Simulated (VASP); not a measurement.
# Ge (Fd-3m) in VASP: further runs

Ge is run at these levels: PBE; tasks: single point.

Everything below comes from runs of VASP 6.6.1. Logs are shortened: lines on timing, memory, paths and dates and some standing lists are left out, and cuts for length are marked.

**1. The cell of the first run**

It takes space group Fd-3m (No. 227, cubic). The conventional cell has a = 5.674 Å, b = 5.674 Å, c = 5.674 Å, α = 90.00°, β = 90.00°, γ = 90.00°. Ge (site symmetry -43m) has 4 Ge at 2.46 Å within 3.2 Å.

**2. Single point, PBE**

File INCAR:

```
PREC     = Accurate       # precision mode
ENCUT    = 520            # plane-wave cutoff, eV
EDIFF    = 1E-6           # SCF threshold, eV
ISMEAR   = -1             # smearing method
SIGMA    = 0.02           # smearing width, eV
LREAL    = F              # projectors in reciprocal space
LASPH    = T              # aspherical terms in the spheres
NELM     = 100            # most SCF steps
ALGO     = Normal         # electronic algorithm
ISIF     = 2              # what is computed and relaxed
LWAVE    = F              # write WAVECAR
LCHARG   = T              # write CHGCAR
GGA      = PE             # functional
LELF     = T              # ELF
LVHAR    = T            
NBANDS   = 21             # bands
```

File KPOINTS:

```
regular mesh
0
Gamma
  8 8 8
```

File POSCAR:

```
Ge
1.0
    0.0000000000      2.8368735121      2.8368735121
    2.8368735121      0.0000000000      2.8368735121
    2.8368735121      2.8368735121      0.0000000000
Ge
2
Direct
    0.0000000000      0.0000000000      0.0000000000
    0.2500000000      0.2500000000      0.2500000000
```

Potentials or basis: VASP PAW PBE potentials, release 64 (Ge_d).

Launch:

```bash
cat potpaw_PBE.64/Ge_d/POTCAR > POTCAR
mpirun -np 1 vasp_std > vasp.out
```

OUTCAR:

```text
PREC = Accurate
   ENCUT = 520
   EDIFF = 1E-6
   ISMEAR = -1
   LREAL = F
   LASPH = T
   NELM = 100
   ISIF = 2
   GGA = PE

 ion  position               nearest neighbor table
   1  0.000  0.000  0.000-   2 2.46   2 2.46   2 2.46   2 2.46
   2  0.250  0.250  0.250-   1 2.46   1 2.46   1 2.46   1 2.46

  LATTYP: Found a face centered cubic cell.
 ALAT       =     5.6737470242

  Lattice vectors:

 A1 = (   0.0000000000,   2.8368735121,   2.8368735121)
 A2 = (   2.8368735121,   0.0000000000,   2.8368735121)
 A3 = (   2.8368735121,   2.8368735121,   0.0000000000)

Analysis of symmetry for initial positions (statically):
=====================================================================
 Subroutine PRICEL returns:
 Original cell was already a primitive cell.

 Routine SETGRP: Setting up the symmetry group for a
 face centered cubic supercell.

 Subroutine GETGRP returns: Found 48 space group operations
 (whereof 24 operations were pure point group operations)
 out of a pool of 48 trial point group operations.

The static configuration has the point symmetry T_d .
 The point group associated with its full space group is O_h .

Analysis of symmetry for dynamics (positions and initial velocities):
=====================================================================
 Subroutine PRICEL returns:
 Original cell was already a primitive cell.

 Routine SETGRP: Setting up the symmetry group for a
 face centered cubic supercell.

 Subroutine GETGRP returns: Found 48 space group operations
 (whereof 24 operations were pure point group operations)
 out of a pool of 48 trial point group operations.

The dynamic configuration has the point symmetry T_d .
 The point group associated with its full space group is O_h .

 Subroutine INISYM returns: Found 48 space group operations
 (whereof 24 operations are pure point group operations),
 and found     1 'primitive' translations

----------------------------------------------------------------------------------------

                                     Primitive cell

  volume of cell :      45.6615

  direct lattice vectors                    reciprocal lattice vectors
     0.000000000  2.836873512  2.836873512    -0.176250368  0.176250368  0.176250368
     2.836873512  0.000000000  2.836873512     0.176250368 -0.176250368  0.176250368
     2.836873512  2.836873512  0.000000000     0.176250368  0.176250368 -0.176250368

  length of vectors
     4.011944996  4.011944996  4.011944996     0.305274592  0.305274592  0.305274592

  position of ions in fractional coordinates (direct lattice)
     0.000000000  0.000000000  0.000000000
     0.250000000  0.250000000  0.250000000

  ion indices of the primitive-cell ions
   primitive index   ion index
                 1           1
                 2           2

----------------------------------------------------------------------------------------

 KPOINTS: regular mesh

Automatic generation of k-mesh.
 Grid dimensions read from file:
 generate k-points for:    8    8    8

 Generating k-lattice:

  Cartesian coordinates                     Fractional coordinates (reciprocal lattice)
    -0.022031296  0.022031296  0.022031296     0.125000000  0.000000000  0.000000000
     0.022031296 -0.022031296  0.022031296     0.000000000  0.125000000  0.000000000
     0.022031296  0.022031296 -0.022031296     0.000000000  0.000000000  0.125000000

  Length of vectors
     0.038159324  0.038159324  0.038159324

  Shift w.r.t. Gamma in fractional coordinates (k-lattice)
     0.000000000  0.000000000  0.000000000

 Subroutine IBZKPT returns following result:
 ===========================================

 Found     29 irreducible k-points:

 Following reciprocal coordinates:
            Coordinates               Weight
  0.000000  0.000000  0.000000      1.000000
  0.125000  0.000000  0.000000      8.000000
  0.250000  0.000000  0.000000      8.000000
  0.375000  0.000000  0.000000      8.000000
  0.500000  0.000000  0.000000      4.000000
  0.125000  0.125000  0.000000      6.000000
[... 16 lines left out ...]
  0.500000  0.250000  0.125000     48.000000
 -0.375000  0.250000  0.125000     24.000000
 [... further k-points ...]
   k-points           NKPTS =     29   k-points in BZ     NKDIM =     29   number of bands    NBANDS=     21
   number of dos      NEDOS =    301   number of ions     NIONS =      2
   total plane-waves  NPLWV =  27000
   dimension x,y,z NGX =    30 NGY =   30 NGZ =   30
   dimension x,y,z NGXF=    60 NGYF=   60 NGZF=   60
   ions per type =               2
   NGX,Y,Z   is equivalent  to a cutoff of  12.43, 12.43, 12.43 a.u.
   NGXF,Y,Z  is equivalent  to a cutoff of  24.86, 24.86, 24.86 a.u.
 SYSTEM =  unknown system
   PREC   = accura    normal or accurate (medium, high low for compatibility)
   ISTART =      0    job   : 0-new  1-cont  2-samecut
   ICHARG =      2    charge: 1-file 2-atom 10-const
   ISPIN  =      1    spin polarized calculation?
   LNONCOLLINEAR =      F non collinear calculations
   LSORBIT =      F    spin-orbit coupling
   LASPH  =      T    aspherical Exc in radial PAW
   ENCUT  =  520.0 eV  38.22 Ry    6.18 a.u.   7.46  7.46  7.46*2*pi/ulx,y,z
   NELM   =    100;   NELMIN=  2; NELMDL= -5     # of ELM steps
   EDIFF  = 0.1E-05   stopping-criterion for ELM
   LREAL  =      F    real-space projection
   EDIFFG = 0.1E-04   stopping-criterion for IOM
   NSW    =      0    number of steps for IOM
   IBRION =     -1    ionic relax: 0-MD 1-quasi-New 2-CG
   NFREE  =      0    steps in history (QN), initial steepest desc. (CG)
   ISIF   =      2    stress and relaxation
   ISYM   =      2    0-nonsym 1-usesym 2-fastsym
   POTIM  = 0.5000    time-step for ionic-motion
   TEBEG  =    0.0;   TEEND  =   0.0 temperature during run
   PSTRESS=    0.0 pullay stress
   NELECT =      28.0000    total number of electrons
   NUPDOWN=      -1.0000    fix difference up-down
   EMIN   =  10.00;   EMAX   =-10.00  energy-range for DOS
   EFERMI =   0.00;   METHOD = LEGACY
   ISMEAR =    -1;   SIGMA  =   0.02  broadening in eV -4-tet -1-fermi 0-gaus
   EFERMI_NEDOS =   21; number of points for ismear=-14 and -15
   IALGO  =     38    algorithm
   IMIX   =      4    mixing-type and parameters
     AMIX     =   0.40;   BMIX     =  1.00
     AMIX_MAG =   1.60;   BMIX_MAG =  1.00
  volume/ion in A,a.u.               =      22.83       154.07
  Fermi-wavevector in a.u.,A,eV,Ry     =   1.390841  2.628309 26.319643  1.934439
  Thomas-Fermi vector in A             =   2.514738
   LORBIT       =      0    0 simple, 1 ext, 2 COOP (PROOUT), +10 PAW based schemes
   GGA     = PE    functional components
   LHFCALC =     F    Hartree Fock is set to
   AEXX    =    0.0000 exact exchange contribution
   IVDW    =     0    specifies the selected vdW correction
   LEPSILON=     F    determine dielectric tensor
   LRPA    =     F    only Hartree local field effects (RPA)
 non-spin polarized calculation
  energy-cutoff  :      520.00
  volume of cell :       45.66
 maximum number of plane-waves:      1249
 NGX is ok and might be reduce to    30
   NGX = 15   NGY = 15   NGZ = 15

 number of electron      28.0000015 magnetization

 Free energy of the ion-electron system (eV)
  ---------------------------------------------------
  ext. energy  EPLUGINS =         0.00000000
  ---------------------------------------------------
  free energy    TOTEN  =        -9.00683555 eV

  energy without entropy =       -9.00667099  energy(sigma->0) =       -9.00675327

 E-fermi :   4.9283     XC(G=0):  -9.8829

 val. band max:        4.9129004048   @ k =   0.0000   0.0000   0.0000
 cond. band min:       5.0716791552   @ k =   0.5000   0.0000   0.0000
 fundamental gap:      0.1587787504
 Fermi energy:         4.9282883820

 k-point     1 :       0.0000    0.0000    0.0000
  band No.  band energies     occupation
      1     -19.8892      2.00000
      2     -19.8892      2.00000
      3     -19.8892      2.00000
      4     -19.8537      2.00000
      5     -19.8537      2.00000
      6     -19.6476      2.00000
[... 13 lines left out ...]
     20      14.3719      0.00000
     21      14.3719      0.00000

 k-point     2 :       0.1250    0.0000    0.0000
  band No.  band energies     occupation
      1     -19.8971      2.00000
      2     -19.8971      2.00000
      3     -19.8867      2.00000
      4     -19.8426      2.00000
      5     -19.8426      2.00000
      6     -19.6594      2.00000
[... 13 lines left out ...]
     20      13.4816      0.00000
     21      13.4816      0.00000

 k-point     3 :       0.2500    0.0000    0.0000
  band No.  band energies     occupation
      1     -19.9070      2.00000
      2     -19.9070      2.00000
      3     -19.8807      2.00000
      4     -19.8258      2.00000
      5     -19.8258      2.00000
      6     -19.6729      2.00000
[... 13 lines left out ...]
     20      13.2323      0.00000
     21      13.2323      0.00000

 k-point     4 :       0.3750    0.0000    0.0000
  band No.  band energies     occupation
      1     -19.9119      2.00000
      2     -19.9119      2.00000
      3     -19.8745      2.00000
      4     -19.8155      2.00000
      5     -19.8155      2.00000
      6     -19.6800      2.00000
[... 13 lines left out ...]
     20      14.3955      0.00000
     21      14.3955      0.00000

 k-point     5 :       0.5000    0.0000    0.0000
  band No.  band energies     occupation
      1     -19.9131      2.00000
      2     -19.9131      2.00000
      3     -19.8719      2.00000
      4     -19.8127      2.00000
      5     -19.8127      2.00000
      6     -19.6816      2.00000
[... 13 lines left out ...]
     20      15.9007      0.00000
     21      16.0920      0.00000
[... 382 lines left out ...]
     20      16.4389      0.00000
     21      17.7075      0.00000

 k-point    22 :       0.3750    0.2500    0.1250
  band No.  band energies     occupation
      1     -19.9172      2.00000
      2     -19.9148      2.00000
      3     -19.8727      2.00000
      4     -19.8183      2.00000
      5     -19.7904      2.00000
      6     -19.7225      2.00000
[... 13 lines left out ...]
     20      15.0089      0.00000
     21      15.2697      0.00000

 k-point    23 :       0.5000    0.2500    0.1250
  band No.  band energies     occupation
      1     -19.9288      2.00000
      2     -19.9211      2.00000
      3     -19.8515      2.00000
      4     -19.8037      2.00000
      5     -19.7780      2.00000
      6     -19.7310      2.00000
[... 13 lines left out ...]
     20      14.5458      0.00000
     21      16.4008      0.00000

 k-point    24 :      -0.3750    0.2500    0.1250
  band No.  band energies     occupation
      1     -19.9339      2.00000
      2     -19.9224      2.00000
      3     -19.8418      2.00000
      4     -19.7929      2.00000
      5     -19.7795      2.00000
      6     -19.7260      2.00000
[... 13 lines left out ...]
     20      15.8498      0.00000
     21      16.3361      0.00000

 [... further k-points ...]
[... 5 lines left out ...]
  --------------------------------------------------------------------------------------
  -------------------------------------------------------------------------------------
  Total        0.8314466      0.8314466      0.8314466     -0.0000000      0.0000000     -0.0000000
  in kB       29.1739381     29.1739381     29.1739381     -0.0000000      0.0000000     -0.0000000
  external PRESSURE =      29.1739381 kB  Pullay stress =       0.0000000 kB

 VOLUME and BASIS-vectors are now :
 -----------------------------------------------------------------------------
  energy-cutoff  :      520.00
  volume of cell :       45.66
      direct lattice vectors                 reciprocal lattice vectors
     0.000000000  2.836873512  2.836873512    -0.176250368  0.176250368  0.176250368
     2.836873512  0.000000000  2.836873512     0.176250368 -0.176250368  0.176250368
     2.836873512  2.836873512  0.000000000     0.176250368  0.176250368 -0.176250368

 POSITION                                       TOTAL-FORCE (eV/Angst)
 -----------------------------------------------------------------------------------
      0.00000      0.00000      0.00000         0.000000      0.000000      0.000000
      1.41844      1.41844      1.41844        -0.000000     -0.000000     -0.000000
 -----------------------------------------------------------------------------------
    total drift:                                0.000000     -0.000000      0.000000

  FREE ENERGIE OF THE ION-ELECTRON SYSTEM (eV)
  ---------------------------------------------------
  free  energy   TOTEN  =        -9.0068355466 eV

  energy  without entropy=       -9.0066709860  energy(sigma->0) =       -9.00675327
```

Wall time 32 s (1 thread of AMD EPYC 7R43 (Zen 3), shared host); peak memory 0.13 GiB.

Results:

```
Free energy            : -9.0068 eV
Pressure               : 2.9 GPa
Band gap on the k mesh : zero (filled and empty bands touch)
```

Levels at points of the mesh, in eV from the Fermi level:
```tsv
k point	band 10	band 11	band 12	band 13	band 14	band 15	band 16	band 17	band 18	band 19
(0.00, 0.00, 0.00)	-24.56	-12.72	-0.06	-0.02	-0.02	-0.02	2.53	2.53	2.53	6.39
(0.50, 0.00, 0.00)	-24.54	-10.65	-7.57	-1.41	-1.41	0.14	3.73	3.73	7.11	10.50
(0.50, 0.50, 0.00)	-24.52	-8.87	-8.87	-3.06	-3.06	0.75	0.75	9.43	9.43	11.51
```

**3. Single point, PBE**

This run uses another cell than the first one, of 23.91 Å³/atom, 1.047 times its volume.

File INCAR:

```
PREC = Accurate
ENCUT = 520
EDIFF = 1E-6
ISMEAR = -1
SIGMA = 0.02
LREAL = F
LASPH = T
NELM = 60
ALGO = Normal
ISIF = 2
LWAVE = F
LCHARG = T
GGA = PE
LELF = T
LVHAR = T
NBANDS = 21
```

File KPOINTS:

```
Automatic mesh
0
Gamma
  8 8 8
```

File POSCAR:

```
Ge
1.0
    0.0000000000      2.8806946113      2.8806946113
    2.8806946113      0.0000000000      2.8806946113
    2.8806946113      2.8806946113      0.0000000000
Ge
2
Direct
    0.0000000000      0.0000000000      0.0000000000
    0.2500000000      0.2500000000      0.2500000000
```

Potentials or basis: VASP PAW PBE potentials, release 64 (Ge_d).

Launch:

```bash
cat potpaw_PBE.64/Ge_d/POTCAR > POTCAR
mpirun -np 1 vasp_std > vasp.out
```

Run time: 30 s. Hardware: 1 thread of AMD EPYC 7R43 (Zen 3), shared host; peak memory 0.13 GiB.

Results (log left out):

| Property | Result |
| --- | --- |
| Free energy | -9.0261 eV |
| Pressure | -0.1 GPa |
| Band gap on the k mesh | zero (filled and empty bands touch) |

Levels at points of the mesh, in eV from the Fermi level:
```
           k point  band 10  band 11  band 12  band 13  band 14  band 15  band 16  band 17  band 18  band 19
(0.00, 0.00, 0.00)   -24.51   -12.36    -0.45     0.01     0.01     0.01     2.53     2.53     2.53     6.30
(0.50, 0.00, 0.00)   -24.49   -10.40    -7.35    -1.32    -1.32     0.03     3.72     3.72     7.11    10.23
(0.50, 0.50, 0.00)   -24.48    -8.68    -8.68    -2.88    -2.88     0.82     0.82     9.08     9.08    11.08
```
